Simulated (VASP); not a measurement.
# Mg3PN (Pm-3m) in VASP: settings compared

The runs below take Mg3PN through single point, with PBE, r2SCAN.

Everything below comes from runs of VASP 6.6.1. Logs are shortened: lines on timing, memory, paths and dates and some standing lists are left out, and cuts for length are marked.

## (1) The cell of the first run

It takes space group Pm-3m (No. 221, cubic). Conventional cell: a = 4.152 Å, b = 4.152 Å, c = 4.152 Å, α = 90.00°, β = 90.00°, γ = 90.00°. P (site symmetry m-3m) has 12 Mg at 2.94 Å and 8 N at 3.60 Å within 3.9 Å. Within 2.7 Å of N (site symmetry m-3m) lie 6 Mg at 2.08 Å. Within 2.7 Å of Mg (site symmetry 4/mmm) lie 2 N at 2.08 Å.

## (2) Single point, PBE

Contents of INCAR:

```
PREC = Accurate
ENCUT = 520
EDIFF = 1E-6
ISMEAR = 0
SIGMA = 0.01
LREAL = False
LASPH = True
NELM = 80
ALGO = Normal
ISIF = 2
LWAVE = False
LCHARG = True
GGA = PE
LELF = True
LVHAR = True
NBANDS = 16
```

Contents of KPOINTS:

```
regular mesh
0
Gamma
  6 6 6
```

Contents of POSCAR:

```
Mg3PN
1.0
    4.1515493214      0.0000000000      0.0000000000
    0.0000000000      4.1515493214      0.0000000000
    0.0000000000      0.0000000000      4.1515493214
P N Mg
1 1 3
Direct
    0.0000000000      0.0000000000      0.0000000000
    0.5000000000      0.5000000000      0.5000000000
    0.5000000000      0.5000000000      0.0000000000
    0.5000000000      0.0000000000      0.5000000000
    0.0000000000      0.5000000000      0.5000000000
```

Potentials or basis: VASP PAW PBE potentials, release 64 (P, N, Mg).

Run with:

```console
cat potpaw_PBE.64/P/POTCAR potpaw_PBE.64/N/POTCAR potpaw_PBE.64/Mg/POTCAR > POTCAR
mpirun -np 1 vasp_std > vasp.out
```

OUTCAR:

```text
PREC = Accurate
   ENCUT = 520
   EDIFF = 1E-6
   ISMEAR = 0
   LREAL = False
   LASPH = True
   NELM = 80
   ISIF = 2
   GGA = PE

 ion  position               nearest neighbor table
   1  0.000  0.000  0.000-   3 2.94   4 2.94   5 2.94   4 2.94   5 2.94   3 2.94   5 2.94   5 2.94
                             3 2.94   4 2.94   4 2.94   3 2.94
   2  0.500  0.500  0.500-   3 2.08   4 2.08   5 2.08   3 2.08   4 2.08   5 2.08
   3  0.500  0.500  0.000-   2 2.08   2 2.08   4 2.94   5 2.94   1 2.94   4 2.94   5 2.94   1 2.94
                             4 2.94   4 2.94   1 2.94   5 2.94   5 2.94   1 2.94
   4  0.500  0.000  0.500-   2 2.08   2 2.08   3 2.94   5 2.94   1 2.94   3 2.94   1 2.94   3 2.94
                             5 2.94   3 2.94   1 2.94   5 2.94   1 2.94   5 2.94
   5  0.000  0.500  0.500-   2 2.08   2 2.08   3 2.94   4 2.94   1 2.94   3 2.94   1 2.94   4 2.94
                             1 2.94   1 2.94   3 2.94   4 2.94   3 2.94   4 2.94

  LATTYP: Found a simple cubic cell.
 ALAT       =     4.1515493214

  Lattice vectors:

 A1 = (   4.1515493214,   0.0000000000,   0.0000000000)
 A2 = (   0.0000000000,   4.1515493214,   0.0000000000)
 A3 = (   0.0000000000,   0.0000000000,   4.1515493214)

Analysis of symmetry for initial positions (statically):
=====================================================================
 Subroutine PRICEL returns:
 Original cell was already a primitive cell.

 Routine SETGRP: Setting up the symmetry group for a
 simple cubic supercell.

 Subroutine GETGRP returns: Found 48 space group operations
 (whereof 48 operations were pure point group operations)
 out of a pool of 48 trial point group operations.

The static configuration has the point symmetry O_h .

Analysis of symmetry for dynamics (positions and initial velocities):
=====================================================================
 Subroutine PRICEL returns:
 Original cell was already a primitive cell.

 Routine SETGRP: Setting up the symmetry group for a
 simple cubic supercell.

 Subroutine GETGRP returns: Found 48 space group operations
 (whereof 48 operations were pure point group operations)
 out of a pool of 48 trial point group operations.

The dynamic configuration has the point symmetry O_h .

 Subroutine INISYM returns: Found 48 space group operations
 (whereof 48 operations are pure point group operations),
 and found     1 'primitive' translations

----------------------------------------------------------------------------------------

                                     Primitive cell

  volume of cell :      71.5535

  direct lattice vectors                    reciprocal lattice vectors
     4.151549321  0.000000000  0.000000000     0.240873930  0.000000000  0.000000000
[... 96 lines left out ...]
   TEBEG  =    0.0;   TEEND  =   0.0 temperature during run
   PSTRESS=    0.0 pullay stress
   NELECT =      16.0000    total number of electrons
   NUPDOWN=      -1.0000    fix difference up-down
   EMIN   =  10.00;   EMAX   =-10.00  energy-range for DOS
   EFERMI =   0.00;   METHOD = LEGACY
   ISMEAR =     0;   SIGMA  =   0.01  broadening in eV -4-tet -1-fermi 0-gaus
   EFERMI_NEDOS =   21; number of points for ismear=-14 and -15
   IALGO  =     38    algorithm
   IMIX   =      4    mixing-type and parameters
     AMIX     =   0.40;   BMIX     =  1.00
     AMIX_MAG =   1.60;   BMIX_MAG =  1.00
  volume/ion in A,a.u.               =      14.31        96.57
  Fermi-wavevector in a.u.,A,eV,Ry     =   0.993660  1.877746 13.433860  0.987361
  Thomas-Fermi vector in A             =   2.125558
   LORBIT       =      0    0 simple, 1 ext, 2 COOP (PROOUT), +10 PAW based schemes
   GGA     = PE    functional components
   LHFCALC =     F    Hartree Fock is set to
   AEXX    =    0.0000 exact exchange contribution
   IVDW    =     0    specifies the selected vdW correction
   LEPSILON=     F    determine dielectric tensor
   LRPA    =     F    only Hartree local field effects (RPA)
 non-spin polarized calculation
 Gauss-broadening in eV      SIGMA  =   0.01
  energy-cutoff  :      520.00
  volume of cell :       71.55
 maximum number of plane-waves:      1956
 NGX is ok and might be reduce to    32
   NGX = 15   NGY = 15   NGZ = 15

 number of electron      16.0000001 magnetization

 Free energy of the ion-electron system (eV)
  ---------------------------------------------------
  ext. energy  EPLUGINS =         0.00000000
  ---------------------------------------------------
  free energy    TOTEN  =       -21.91612687 eV

  energy without entropy =      -21.91612687  energy(sigma->0) =      -21.91612687

 E-fermi :   4.7195     XC(G=0): -10.0335

 val. band max:        4.6189529025   @ k =   0.0000   0.0000   0.0000
 cond. band min:       6.3755895216   @ k =   0.0000   0.0000   0.0000
 fundamental gap:      1.7566366192
 Fermi energy:         4.7195074786

 k-point     1 :       0.0000    0.0000    0.0000
  band No.  band energies     occupation
      1      -9.2732      2.00000
      2      -4.9552      2.00000
      3       1.1595      2.00000
      4       1.1595      2.00000
      5       1.1595      2.00000
      6       4.6190      2.00000
[... 357 lines left out ...]
      3       0.6765      2.00000
      4       0.6765      2.00000
      5       0.6765      2.00000
      6       1.3822      2.00000
[... 8 lines left out ...]
     15      13.1390      0.00000
     16      16.4054      0.00000

------------------------ aborting loop because EDIFF is reached ----------------------------------------

  FORCE on cell =-STRESS in cart. coord.  units (eV):
  Direction    XX          YY          ZZ          XY          YZ          ZX
  --------------------------------------------------------------------------------------
  -------------------------------------------------------------------------------------
  Total        0.8452758      0.8452758      0.8452758      0.0000000      0.0000000      0.0000000
  in kB       18.9268541     18.9268541     18.9268541      0.0000000      0.0000000      0.0000000
  external PRESSURE =      18.9268541 kB  Pullay stress =       0.0000000 kB

 VOLUME and BASIS-vectors are now :
 -----------------------------------------------------------------------------
  energy-cutoff  :      520.00
  volume of cell :       71.55
      direct lattice vectors                 reciprocal lattice vectors
     4.151549321  0.000000000  0.000000000     0.240873930  0.000000000  0.000000000
     0.000000000  4.151549321  0.000000000     0.000000000  0.240873930  0.000000000
     0.000000000  0.000000000  4.151549321     0.000000000  0.000000000  0.240873930

 POSITION                                       TOTAL-FORCE (eV/Angst)
 -----------------------------------------------------------------------------------
      0.00000      0.00000      0.00000         0.000000      0.000000      0.000000
      2.07577      2.07577      2.07577         0.000000      0.000000      0.000000
      2.07577      2.07577      0.00000         0.000000      0.000000      0.000000
      2.07577      0.00000      2.07577         0.000000      0.000000      0.000000
      0.00000      2.07577      2.07577         0.000000      0.000000      0.000000
 -----------------------------------------------------------------------------------
    total drift:                                0.000000      0.000000     -0.000000

  FREE ENERGIE OF THE ION-ELECTRON SYSTEM (eV)
  ---------------------------------------------------
  free  energy   TOTEN  =       -21.9161268743 eV

  energy  without entropy=      -21.9161268743  energy(sigma->0) =      -21.91612687
```

OSZICAR:

```text
N       E                     dE             d eps       ncg     rms          rms(c)
DAV:   1     0.393859654136E+02    0.39386E+02   -0.59611E+03   640   0.801E+02
DAV:   2    -0.214698472855E+02   -0.60856E+02   -0.54252E+02   888   0.146E+02
DAV:   3    -0.260002758203E+02   -0.45304E+01   -0.45092E+01   824   0.400E+01
DAV:   4    -0.260345613324E+02   -0.34286E-01   -0.34276E-01   816   0.412E+00
DAV:   5    -0.260348316596E+02   -0.27033E-03   -0.27032E-03   848   0.367E-01    0.105E+01
DAV:   6    -0.220801181392E+02    0.39547E+01   -0.13558E+01   768   0.241E+01    0.436E+00
DAV:   7    -0.219757390805E+02    0.10438E+00   -0.76987E-01   728   0.555E+00    0.275E+00
DAV:   8    -0.219273045245E+02    0.48435E-01   -0.27475E-01   768   0.335E+00    0.795E-01
DAV:   9    -0.219169945462E+02    0.10310E-01   -0.42396E-02   888   0.161E+00    0.340E-01
DAV:  10    -0.219168961030E+02    0.98443E-04   -0.13439E-02   856   0.886E-01    0.177E-01
DAV:  11    -0.219160837037E+02    0.81240E-03   -0.23556E-03   832   0.392E-01    0.684E-02
DAV:  12    -0.219161458458E+02   -0.62142E-04   -0.67240E-04   760   0.151E-01    0.365E-02
DAV:  13    -0.219161287181E+02    0.17128E-04   -0.12010E-04   792   0.697E-02    0.117E-02
DAV:  14    -0.219161266678E+02    0.20503E-05   -0.92655E-06   784   0.226E-02    0.398E-03
DAV:  15    -0.219161268743E+02   -0.20652E-06   -0.81623E-07   488   0.602E-03
   1 F= -.21916127E+02 E0= -.21916127E+02  d E =-.958538E-48
```

It took 23 s on 1 thread of AMD EPYC 7R13 (Zen 3), shared host; peak memory 0.15 GiB.

Results:

- Free energy: -21.9161 eV
- Pressure: 1.9 GPa
- Band gap on the k mesh: 1.76 eV, direct

Levels at points of the mesh, in eV from the valence-band top:
```csv
k point,band 4,band 5,band 6,band 7,band 8,band 9,band 10,band 11,band 12,band 13
"(0.00, 0.00, 0.00)",-3.46,-3.46,0.00,0.00,0.00,1.76,1.76,2.00,6.89,6.89
"(0.50, 0.00, 0.00)",-3.24,-2.84,-2.84,-0.98,-0.98,2.79,4.09,5.92,5.98,5.98
"(0.50, 0.50, 0.00)",-5.30,-2.65,-0.88,-0.88,-0.45,1.82,2.64,4.18,4.18,8.51
"(0.50, 0.50, 0.50)",-3.94,-3.94,-3.24,-3.24,-3.24,4.37,4.37,4.37,8.15,8.52
```

## (3) Single point, r2SCAN

POSCAR is that of step 2.

Contents of INCAR.step1:

```
  PREC = Accurate
  ENCUT = 520
  ISMEAR = 0
  SIGMA = 0.01
  LREAL = F
  LASPH = T
  NELM = 100
  NBANDS = 16
  GGA = PE
  ALGO = Normal
  EDIFF = 1E-4
  LWAVE = T
  LCHARG = F
```

Contents of INCAR.step2:

```
  PREC = Accurate
  ENCUT = 520
  EDIFF = 1E-6
  ISMEAR = 0
  SIGMA = 0.01
  LREAL = F
  LASPH = T
  NELM = 100
  ALGO = Normal
  ISIF = 2
  LWAVE = F
  LCHARG = T
  METAGGA = R2SCAN
  LMIXTAU = T
  LELF = T
  LVHAR = T
  NBANDS = 16
  ISTART = 1
```

KPOINTS is that of step 2.

Potentials or basis: VASP PAW PBE potentials, release 64 (P, N, Mg).

Run with:

```console
cat potpaw_PBE.64/P/POTCAR potpaw_PBE.64/N/POTCAR potpaw_PBE.64/Mg/POTCAR > POTCAR
cp INCAR.step1 INCAR
mpirun -np 1 vasp_std > vasp.out
cp INCAR.step2 INCAR
mpirun -np 1 vasp_std > vasp.out
```

Wall time 72 s (1 thread of AMD EPYC 7R13 (Zen 3), shared host); peak memory 0.16 GiB.

The run converged. Its results:

```
Free energy            : -35.0569 eV
Pressure               : -0.5 GPa
Band gap on the k mesh : 2.19 eV, direct
```

Levels at points of the mesh, in eV from the valence-band top:
| k point | band 6 | band 7 | band 8 | band 9 | band 10 | band 11 |
| --- | --- | --- | --- | --- | --- | --- |
| (0.00, 0.00, 0.00) | 0.00 | 0.00 | 0.00 | 2.19 | 2.19 | 2.70 |
| (0.50, 0.00, 0.00) | -2.93 | -1.02 | -1.02 | 3.17 | 4.68 | 6.53 |
| (0.50, 0.50, 0.00) | -0.92 | -0.92 | -0.50 | 2.32 | 3.14 | 4.65 |
| (0.50, 0.50, 0.50) | -3.33 | -3.33 | -3.33 | 4.90 | 4.90 | 4.90 |

Caveat: the PAW data sets were made with another functional, which shifts forces and pressure a little. r2SCAN opens gaps a little over a GGA but as a rule still falls short of measured ones.
